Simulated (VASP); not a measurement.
# ZnS (F-43m) in VASP: further runs

The runs below take ZnS through single point, with PBEsol.

All numbers are computed with VASP 6.6.1; they aren't measurements. Logs are shortened: lines on timing, memory, paths and dates and some standing lists are left out, and cuts for length are marked.

### 1 The cell of the first run

Symmetry: F-43m, No. 216, cubic system. Conventional cell: a = 4.887 Å, b = 4.887 Å, c = 4.887 Å, α = 90.00°, β = 90.00°, γ = 90.00°. Zn (site symmetry -43m) has 4 S at 2.12 Å within 2.8 Å. Within 2.8 Å of S (site symmetry -43m) lie 4 Zn at 2.12 Å.

### 2 Single point, PBEsol

The input, INCAR:

```
ALGO = Normal
EDIFF = 1E-6
ENCUT = 520
GGA = PS
ISIF = 2
ISMEAR = 1
LASPH = True
LCHARG = False
LREAL = False
LWAVE = False
NBANDS = 16
NELM = 100
PREC = Accurate
SIGMA = 0.02
```

The input, KPOINTS:

```
k-points
0
Gamma
  8 8 8
```

The input, POSCAR:

```
ZnS
1.0
    0.0000000000      2.4437116203      2.4437116203
    2.4437116203      0.0000000000      2.4437116203
    2.4437116203      2.4437116203      0.0000000000
Zn S
1 1
Direct
    0.2500000000      0.2500000000      0.2500000000
    0.0000000000      0.0000000000      0.0000000000
```

Potentials or basis: VASP PAW PBE potentials, release 64 (Zn, S).

On the command line:

```
cat potpaw_PBE.64/Zn/POTCAR potpaw_PBE.64/S/POTCAR > POTCAR
mpirun -np 1 vasp_std > vasp.out
```

OUTCAR:

```text
EDIFF = 1E-6
   ENCUT = 520
   GGA = PS
   ISIF = 2
   ISMEAR = 1
   LASPH = True
   LREAL = False
   NELM = 100
   PREC = Accurate

 ion  position               nearest neighbor table
   1  0.250  0.250  0.250-   2 2.12   2 2.12   2 2.12   2 2.12
   2  0.000  0.000  0.000-   1 2.12   1 2.12   1 2.12   1 2.12

  LATTYP: Found a face centered cubic cell.
 ALAT       =     4.8874232406

  Lattice vectors:

 A1 = (   0.0000000000,   2.4437116203,   2.4437116203)
 A2 = (   2.4437116203,   0.0000000000,   2.4437116203)
 A3 = (   2.4437116203,   2.4437116203,   0.0000000000)

Analysis of symmetry for initial positions (statically):
[... 5 lines left out ...]
 face centered cubic supercell.

 Subroutine GETGRP returns: Found 24 space group operations
 (whereof 24 operations were pure point group operations)
 out of a pool of 48 trial point group operations.

The static configuration has the point symmetry T_d .

Analysis of symmetry for dynamics (positions and initial velocities):
[... 5 lines left out ...]
 face centered cubic supercell.

 Subroutine GETGRP returns: Found 24 space group operations
 (whereof 24 operations were pure point group operations)
 out of a pool of 48 trial point group operations.

The dynamic configuration has the point symmetry T_d .

 Subroutine INISYM returns: Found 24 space group operations
 (whereof 24 operations are pure point group operations),
 and found     1 'primitive' translations

----------------------------------------------------------------------------------------

                                     Primitive cell

  volume of cell :      29.1864

  direct lattice vectors                    reciprocal lattice vectors
     0.000000000  2.443711620  2.443711620    -0.204606794  0.204606794  0.204606794
     2.443711620  0.000000000  2.443711620     0.204606794 -0.204606794  0.204606794
     2.443711620  2.443711620  0.000000000     0.204606794  0.204606794 -0.204606794

  length of vectors
     3.455930116  3.455930116  3.455930116     0.354389363  0.354389363  0.354389363

  position of ions in fractional coordinates (direct lattice)
     0.250000000  0.250000000  0.250000000
     0.000000000  0.000000000  0.000000000

  ion indices of the primitive-cell ions
   primitive index   ion index
                 1           1
                 2           2

----------------------------------------------------------------------------------------

 KPOINTS: k-points

Automatic generation of k-mesh.
 Grid dimensions read from file:
 generate k-points for:    8    8    8

 Generating k-lattice:

  Cartesian coordinates                     Fractional coordinates (reciprocal lattice)
    -0.025575849  0.025575849  0.025575849     0.125000000  0.000000000  0.000000000
     0.025575849 -0.025575849  0.025575849     0.000000000  0.125000000  0.000000000
     0.025575849  0.025575849 -0.025575849     0.000000000  0.000000000  0.125000000

  Length of vectors
     0.044298670  0.044298670  0.044298670

  Shift w.r.t. Gamma in fractional coordinates (k-lattice)
     0.000000000  0.000000000  0.000000000

 Subroutine IBZKPT returns following result:
 ===========================================

 Found     29 irreducible k-points:

 Following reciprocal coordinates:
            Coordinates               Weight
  0.000000  0.000000  0.000000      1.000000
  0.125000  0.000000  0.000000      8.000000
  0.250000  0.000000  0.000000      8.000000
  0.375000  0.000000  0.000000      8.000000
  0.500000  0.000000  0.000000      4.000000
  0.125000  0.125000  0.000000      6.000000
[... 16 lines left out ...]
  0.500000  0.250000  0.125000     48.000000
 -0.375000  0.250000  0.125000     24.000000
 [... further k-points ...]
   k-points           NKPTS =     29   k-points in BZ     NKDIM =     29   number of bands    NBANDS=     16
   number of dos      NEDOS =    301   number of ions     NIONS =      2
   total plane-waves  NPLWV =  21952
   dimension x,y,z NGX =    28 NGY =   28 NGZ =   28
   dimension x,y,z NGXF=    56 NGYF=   56 NGZF=   56
   ions per type =               1   1
   NGX,Y,Z   is equivalent  to a cutoff of  13.47, 13.47, 13.47 a.u.
   NGXF,Y,Z  is equivalent  to a cutoff of  26.94, 26.94, 26.94 a.u.
 SYSTEM =  unknown system
   PREC   = accura    normal or accurate (medium, high low for compatibility)
   ISTART =      0    job   : 0-new  1-cont  2-samecut
   ICHARG =      2    charge: 1-file 2-atom 10-const
   ISPIN  =      1    spin polarized calculation?
   LNONCOLLINEAR =      F non collinear calculations
   LSORBIT =      F    spin-orbit coupling
   LASPH  =      T    aspherical Exc in radial PAW
   ENCUT  =  520.0 eV  38.22 Ry    6.18 a.u.   6.43  6.43  6.43*2*pi/ulx,y,z
   NELM   =    100;   NELMIN=  2; NELMDL= -5     # of ELM steps
   EDIFF  = 0.1E-05   stopping-criterion for ELM
   LREAL  =      F    real-space projection
   EDIFFG = 0.1E-04   stopping-criterion for IOM
   NSW    =      0    number of steps for IOM
   IBRION =     -1    ionic relax: 0-MD 1-quasi-New 2-CG
   NFREE  =      0    steps in history (QN), initial steepest desc. (CG)
   ISIF   =      2    stress and relaxation
   ISYM   =      2    0-nonsym 1-usesym 2-fastsym
   POTIM  = 0.5000    time-step for ionic-motion
   TEBEG  =    0.0;   TEEND  =   0.0 temperature during run
   PSTRESS=    0.0 pullay stress
   NELECT =      18.0000    total number of electrons
   NUPDOWN=      -1.0000    fix difference up-down
   EMIN   =  10.00;   EMAX   =-10.00  energy-range for DOS
   EFERMI =   0.00;   METHOD = LEGACY
   ISMEAR =     1;   SIGMA  =   0.02  broadening in eV -4-tet -1-fermi 0-gaus
   EFERMI_NEDOS =   21; number of points for ismear=-14 and -15
   IALGO  =     38    algorithm
   IMIX   =      4    mixing-type and parameters
     AMIX     =   0.40;   BMIX     =  1.00
     AMIX_MAG =   1.60;   BMIX_MAG =  1.00
  volume/ion in A,a.u.               =      14.59        98.48
  Fermi-wavevector in a.u.,A,eV,Ry     =   1.393496  2.633326 26.420215  1.941831
  Thomas-Fermi vector in A             =   2.517136
   LORBIT       =      0    0 simple, 1 ext, 2 COOP (PROOUT), +10 PAW based schemes
   GGA     = PS    functional components
   LHFCALC =     F    Hartree Fock is set to
   AEXX    =    0.0000 exact exchange contribution
   IVDW    =     0    specifies the selected vdW correction
   LEPSILON=     F    determine dielectric tensor
   LRPA    =     F    only Hartree local field effects (RPA)
 non-spin polarized calculation
 Methfessel and Paxton  Order N= 1 SIGMA  =   0.02
  energy-cutoff  :      520.00
  volume of cell :       29.19
 maximum number of plane-waves:       817
 NGX is ok and might be reduce to    28
   NGX = 13   NGY = 13   NGZ = 13

 number of electron      17.9999988 magnetization

 Free energy of the ion-electron system (eV)
  ---------------------------------------------------
  ext. energy  EPLUGINS =         0.00000000
  ---------------------------------------------------
  free energy    TOTEN  =        -6.67071296 eV

  energy without entropy =       -6.67071975  energy(sigma->0) =       -6.67071522

 E-fermi :   5.4095     XC(G=0): -11.3348

 val. band max:        5.3926463970   @ k =   0.0000   0.0000   0.0000
 cond. band min:       7.7976910779   @ k =   0.5000   0.5000   0.0000
 fundamental gap:      2.4050446809
 Fermi energy:         5.4094839363

 k-point     1 :       0.0000    0.0000    0.0000
  band No.  band energies     occupation
      1     -10.3882      2.00000
      2      -2.7575      2.00000
      3      -2.7575      2.00000
      4      -2.7575      2.00000
      5      -1.8456      2.00000
      6      -1.8456      2.00000
[... 8 lines left out ...]
     15      17.3913      0.00000
     16      18.7041      0.00000

 k-point     2 :       0.1250    0.0000    0.0000
  band No.  band energies     occupation
      1     -10.1991      2.00000
      2      -2.7901      2.00000
      3      -2.7205      2.00000
      4      -2.7205      2.00000
      5      -1.8505      2.00000
      6      -1.8505      2.00000
[... 8 lines left out ...]
     15      16.6075      0.00000
     16      19.0968      0.00000

 k-point     3 :       0.2500    0.0000    0.0000
  band No.  band energies     occupation
      1      -9.6893      2.00000
      2      -2.8305      2.00000
      3      -2.6409      2.00000
      4      -2.6409      2.00000
      5      -1.8455      2.00000
      6      -1.8455      2.00000
[... 8 lines left out ...]
     15      16.4083      0.00000
     16      18.2101      0.00000

 k-point     4 :       0.3750    0.0000    0.0000
  band No.  band energies     occupation
      1      -9.0726      2.00000
      2      -2.7220      2.00000
      3      -2.5817      2.00000
      4      -2.5817      2.00000
      5      -1.8084      2.00000
      6      -1.8084      2.00000
[... 8 lines left out ...]
     15      17.9090      0.00000
     16      18.2710      0.00000

 k-point     5 :       0.5000    0.0000    0.0000
  band No.  band energies     occupation
      1      -8.7700      2.00000
      2      -2.5647      2.00000
      3      -2.5647      2.00000
      4      -2.4477      2.00000
      5      -1.7814      2.00000
      6      -1.7813      2.00000
[... 8 lines left out ...]
     15      19.4784      0.00000
     16      19.4784      0.00000

 k-point     6 :       0.1250    0.1250    0.0000
  band No.  band energies     occupation
      1     -10.1359      2.00000
      2      -2.8276      2.00000
      3      -2.6926      2.00000
      4      -2.6926      2.00000
      5      -1.8853      2.00000
      6      -1.8219      2.00000
[... 8 lines left out ...]
     15      17.6048      0.00000
     16      20.2003      0.00000

 k-point     7 :       0.2500    0.1250    0.0000
  band No.  band energies     occupation
      1      -9.7311      2.00000
      2      -2.8829      2.00000
      3      -2.6166      2.00000
      4      -2.6092      2.00000
      5      -1.9070      2.00000
      6      -1.8006      2.00000
[... 8 lines left out ...]
     15      17.5668      0.00000
     16      19.9829      0.00000

 k-point     8 :       0.3750    0.1250    0.0000
  band No.  band energies     occupation
      1      -9.1382      2.00000
      2      -2.8297      2.00000
      3      -2.5459      2.00000
      4      -2.5348      2.00000
      5      -1.8607      2.00000
      6      -1.7752      2.00000
[... 8 lines left out ...]
     15      18.6168      0.00000
     16      19.4389      0.00000

 k-point     9 :       0.5000    0.1250    0.0000
  band No.  band energies     occupation
      1      -8.7047      2.00000
      2      -2.6283      2.00000
      3      -2.5080      2.00000
      4      -2.4064      2.00000
      5      -1.7751      2.00000
      6      -1.7219      2.00000
[... 8 lines left out ...]
     15      19.5063      0.00000
     16      20.4348      0.00000
[... 172 lines left out ...]
 k-point    19 :       0.5000    0.3750    0.0000
  band No.  band energies     occupation
      1      -8.3132      2.00000
      2      -3.0753      2.00000
      3      -2.1996      2.00000
      4      -2.1789      2.00000
      5      -1.7127      2.00000
      6      -1.5887      2.00000
[... 8 lines left out ...]
     15      19.7960      0.00000
     16      21.8932      0.00000

 k-point    20 :      -0.3750    0.3750    0.0000
  band No.  band energies     occupation
      1      -8.2552      2.00000
      2      -2.8614      2.00000
      3      -2.2502      2.00000
      4      -2.0673      2.00000
      5      -1.7760      2.00000
      6      -1.2281      2.00000
[... 8 lines left out ...]
     15      18.3911      0.00000
     16      23.4023      0.00000

 k-point    21 :       0.5000    0.5000    0.0000
  band No.  band energies     occupation
      1      -8.2116      2.00000
      2      -3.1824      2.00000
      3      -2.1318      2.00000
      4      -2.1318      2.00000
      5      -1.6828      2.00000
      6      -1.5304      2.00000
[... 8 lines left out ...]
     15      19.4333      0.00000
     16      21.0475      0.00000

 k-point    22 :       0.3750    0.2500    0.1250
  band No.  band energies     occupation
      1      -9.2790      2.00000
      2      -2.9015      2.00000
      3      -2.5505      2.00000
      4      -2.5021      2.00000
      5      -1.9121      2.00000
      6      -1.7660      2.00000
[... 8 lines left out ...]
     15      18.9731      0.00000
     16      21.5825      0.00000

 k-point    23 :       0.5000    0.2500    0.1250
  band No.  band energies     occupation
      1      -8.7516      2.00000
      2      -2.7473      2.00000
      3      -2.5293      2.00000
      4      -2.3676      2.00000
      5      -1.8364      2.00000
      6      -1.7409      2.00000
[... 8 lines left out ...]
     15      20.3265      0.00000
     16      21.1501      0.00000

 k-point    24 :      -0.3750    0.2500    0.1250
  band No.  band energies     occupation
      1      -8.5031      2.00000
      2      -2.6273      2.00000
      3      -2.4863      2.00000
      4      -2.1658      2.00000
      5      -1.8346      2.00000
      6      -1.5379      2.00000
[... 8 lines left out ...]
     15      19.7349      0.00000
     16      21.1742      0.00000

 [... further k-points ...]
[... 5 lines left out ...]
  --------------------------------------------------------------------------------------
  -------------------------------------------------------------------------------------
  Total        7.3685473      7.3685473      7.3685473      0.0000000      0.0000000     -0.0000000
  in kB      404.4944825    404.4944825    404.4944825      0.0000000      0.0000000     -0.0000000
  external PRESSURE =     404.4944825 kB  Pullay stress =       0.0000000 kB

 VOLUME and BASIS-vectors are now :
 -----------------------------------------------------------------------------
  energy-cutoff  :      520.00
  volume of cell :       29.19
      direct lattice vectors                 reciprocal lattice vectors
     0.000000000  2.443711620  2.443711620    -0.204606794  0.204606794  0.204606794
     2.443711620  0.000000000  2.443711620     0.204606794 -0.204606794  0.204606794
     2.443711620  2.443711620  0.000000000     0.204606794  0.204606794 -0.204606794

 POSITION                                       TOTAL-FORCE (eV/Angst)
 -----------------------------------------------------------------------------------
      1.22186      1.22186      1.22186         0.000000      0.000000      0.000000
      0.00000      0.00000      0.00000        -0.000000     -0.000000     -0.000000
 -----------------------------------------------------------------------------------
    total drift:                               -0.000001     -0.000001     -0.000001

  FREE ENERGIE OF THE ION-ELECTRON SYSTEM (eV)
  ---------------------------------------------------
  free  energy   TOTEN  =        -6.6707129600 eV

  energy  without entropy=       -6.6707197544  energy(sigma->0) =       -6.67071522
```

Run time: 12 s. Hardware: 1 thread of Intel Xeon Platinum 8488C (Sapphire Rapids), shared host; peak memory 0.15 GiB.

Results:

```
Free energy            : -6.6707 eV
Pressure               : 40.4 GPa
Band gap on the k mesh : 2.41 eV, indirect (least direct gap 3.38 eV)
```

Caveat: the PAW data sets were made with another functional, which shifts forces and pressure a little.

### 3 Single point, PBEsol

This run uses another cell than the first one, of 15.29 Å³/atom, 1.048 times its volume.

The input, INCAR:

```
PREC = Accurate
ENCUT = 520
EDIFF = 1E-7
ISMEAR = 1
SIGMA = 0.02
LREAL = F
LASPH = T
NELM = 100
ALGO = Normal
ISIF = 2
LWAVE = F
LCHARG = T
GGA = PS
LELF = T
LVHAR = T
NBANDS = 16
```

The input, KPOINTS:

```
Automatic mesh
0
Gamma
  8 8 8
```

The input, POSCAR:

```
ZnS
1.0
    0.0000000000      2.4818230179      2.4818230179
    2.4818230179      0.0000000000      2.4818230179
    2.4818230179      2.4818230179      0.0000000000
Zn S
1 1
Direct
    0.2500000000      0.2500000000      0.2500000000
    0.0000000000      0.0000000000      0.0000000000
```

Potentials or basis: VASP PAW PBE potentials, release 64 (Zn, S).

On the command line:

```
cat potpaw_PBE.64/Zn/POTCAR potpaw_PBE.64/S/POTCAR > POTCAR
mpirun -np 1 vasp_std > vasp.out
```

Wall time 12 s (1 thread of Intel Xeon Platinum 8488C (Sapphire Rapids), shared host); peak memory 0.16 GiB.

It converged, with:

- Free energy: -6.9760 eV
- Pressure: 30.4 GPa
- Band gap on the k mesh: 2.55 eV, indirect (least direct gap 3.15 eV)

Levels at points of the mesh, in eV from the valence-band top:
```tsv
k point	band 7	band 8	band 9	band 10	band 11	band 12
(0.00, 0.00, 0.00)	0.00	0.00	0.00	3.15	5.97	5.97
(0.50, 0.00, 0.00)	-6.58	-1.32	-1.32	3.61	6.53	6.53
(0.50, 0.50, 0.00)	-5.73	-3.34	-3.34	2.55	3.66	12.95
```

Caveat: the PAW data sets were made with another functional, which shifts forces and pressure a little.
